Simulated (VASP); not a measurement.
Runs of VASP 6.6.1 on Te. The structure is that of space group Im-3m (No. 229), or close to it. The cells are those of the table. This isn't the form of Te at room conditions, which is trigonal, of chains.

| task | cell | k mesh | cutoff (eV) | gap on the mesh (eV) | pressure (GPa) |
| --- | --- | --- | --- | --- | --- |
| single point | a = 3.222 Å, angles 109.5°, 1 atom | 13 × 13 × 13 | 520 | none | 8.5 |
| single point | a = 3.362 Å, angles 109.5°, 1 atom | 11 × 11 × 11 | 520 | none | -0.1 |
| single point | a = 3.492 Å, angles 109.5°, 1 atom | 13 × 13 × 13 | 520 | none | -4.3 |
| single point | a = 3.270 Å, angles 109.5°, 1 atom | 13 × 13 × 13 | 520 | none | (b) |
| single point | a = 3.450 Å, angles 109.5°, 1 atom | 13 × 13 × 13 | 520 | none | -3.3 |
| relaxation of cell and atoms | relaxed from a = 3.346 Å, angles 109.5°, 1 atom | 11 × 11 × 11 | 600 | none | 0.0 |
| single point | a = 3.317 Å, angles 109.5°, 1 atom | 13 × 13 × 13 | 520 | none | (a) |
| single point | a = 3.406 Å, angles 109.5°, 1 atom | 13 × 13 × 13 | 520 | none | -1.9 |

Alike in all rows: level RPBE; potentials or basis VASP PAW PBE potentials, release 64 (Te); no spin polarisation; smearing fermi-dirac 0.1 eV.

**Question.** Fill in the values left out.

**Answer.** (a) 2.1; (b) 4.9.

Caveats: the PAW data sets were made with another functional, which shifts forces and pressure a little; spin-orbit coupling is left out, which moves the levels of the heavy elements; the cell stands under pressure (at least some runs); the cell stands under tension (at least some runs).

A k mesh can miss the band edges, and the runs leave out spin-orbit coupling on Te.

A gap of «none» marks levels without a gap at the run's occupations.
